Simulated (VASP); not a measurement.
A run of VASP 6.6.1 is set up as follows.

The input INCAR:

```
SYSTEM = MoS2
PREC = Accurate
ENCUT = 520
EDIFF = 1E-6
ISMEAR = -1
SIGMA = 0.05
LREAL = .FALSE.
LASPH = .TRUE.
NELM = 60
ALGO = Normal
ISIF = 2
LWAVE = .FALSE.
LCHARG = .FALSE.
GGA = PE
NBANDS = 20
```

The input KPOINTS:

```
regular mesh
0
G
  8 8 8
  0 0 0
```

File POSCAR:

```
MoS2
1.0
    0.0000000000      2.9959514200      2.9959514200
    2.9959514200      0.0000000000      2.9959514200
    2.9959514200      2.9959514200      0.0000000000
Mo S
1 2
Direct
    0.0000000000      0.0000000000      0.0000000000
    0.2500000000      0.2500000000      0.2500000000
    0.7500000000      0.7500000000      0.7500000000
```

Potentials or basis: VASP PAW PBE potentials, release 64 (Mo_sv, S).

The run is started by

```console
$ cat potpaw_PBE.64/Mo_sv/POTCAR potpaw_PBE.64/S/POTCAR > POTCAR
$ mpirun -np 1 vasp_std > vasp.out
```

Task: Estimate the pressure.

Result: -7.0 GPa.

Task: What does it give for the band gap on the k mesh?

Result: Zero (band 13 reaches 7.93 eV, above the bottom of band 14 at 6.99 eV).
